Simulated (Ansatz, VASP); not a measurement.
## One calculation of Al2C3, two programs

INCAR

```
PREC     = Accurate       # precision mode
ENCUT    = 600            # plane-wave cutoff, eV
EDIFF    = 1E-6           # SCF threshold, eV
ISMEAR   = 0              # smearing method
SIGMA    = 0.1            # smearing width, eV
LREAL    = False          # projectors in reciprocal space
LASPH    = True           # aspherical terms in the spheres
NELM     = 100            # most SCF steps
ALGO     = Normal         # electronic algorithm
ISIF     = 3              # what is computed and relaxed
LWAVE    = False          # write WAVECAR
LCHARG   = False          # write CHGCAR
GGA      = PE             # functional
IBRION   = 2              # ionic algorithm
NSW      = 100            # ionic steps
EDIFFG   = -0.01          # ionic threshold
```

Contents of KPOINTS:

```
regular mesh
0
Gamma
  18 18 6
```

Contents of POSCAR:

```
Al2C3
1.0
    2.8654866648      0.0000000000      0.0000000000
   -1.4327433324      2.4815842459      0.0000000000
    0.0000000000      0.0000000000      6.0962102223
Al C
2 3
Direct
    0.3333333333      0.6666666667      0.1739611581
    0.6666666667      0.3333333333      0.8260388419
    0.0000000000      0.0000000000      0.0000000000
    0.3333333333      0.6666666667      0.5471836630
    0.6666666667      0.3333333333      0.4528163370
```

Input for Ansatz:

```yaml
crystal:
  lattice:
    - [2.8654866648, 0.0, 0.0]
    - [-1.4327433324, 2.4815842459, 0.0]
    - [0.0, 0.0, 6.0962102223]
  atoms:
    - { symbol: Al, position: [0.3333333333, 0.6666666667, 0.1739611581] }
    - { symbol: Al, position: [0.6666666667, 0.3333333333, 0.8260388419] }
    - { symbol: C, position: [0.0, 0.0, 0.0] }
    - { symbol: C, position: [0.3333333333, 0.6666666667, 0.547183663] }
    - { symbol: C, position: [0.6666666667, 0.3333333333, 0.452816337] }
basis:
  ecutwfc: 420
kpoints:
  mp_grid: { grid: [18, 18, 6] }
hamiltonian:
  xc: pbe
scf:
  occupations: { method: gaussian, width: 0.1 }
output:
  forces: true
  stress: true
  eigenvalues: true
relax:
  adjacent_minimum: "off"
  f_tol: 0.01
  max_steps: 80
  cell: { stress_tol: 0.05 }
```

Alike in both runs: task relaxation of cell and atoms; functional PBE; k mesh 18 × 18 × 6; occupations gaussian, width 0.1 eV; no spin polarisation.

```csv
,VASP,Ansatz
version,VASP 6.6.1,Ansatz 0.2.0
potentials or method,"VASP PAW PBE potentials, release 64 (Al, C), cutoff 600 eV","scalar-relativistic, plane waves, PAW"
valence electrons in the cell,18,18
```

|  | VASP | Ansatz | Ansatz less VASP |
| --- | --- | --- | --- |
| gap on the k mesh at the Fermi level, each at its own relaxed structure (eV) | none | none | - |
| relaxed volume (Å³/atom) | 8.66 | 8.67 | +0.007 |
| relaxed cell length with the largest relative difference (Å) | 6.093 | 6.097 | +0.0043 |

A gap of «none» marks a metal or a gap that the smearing closes.
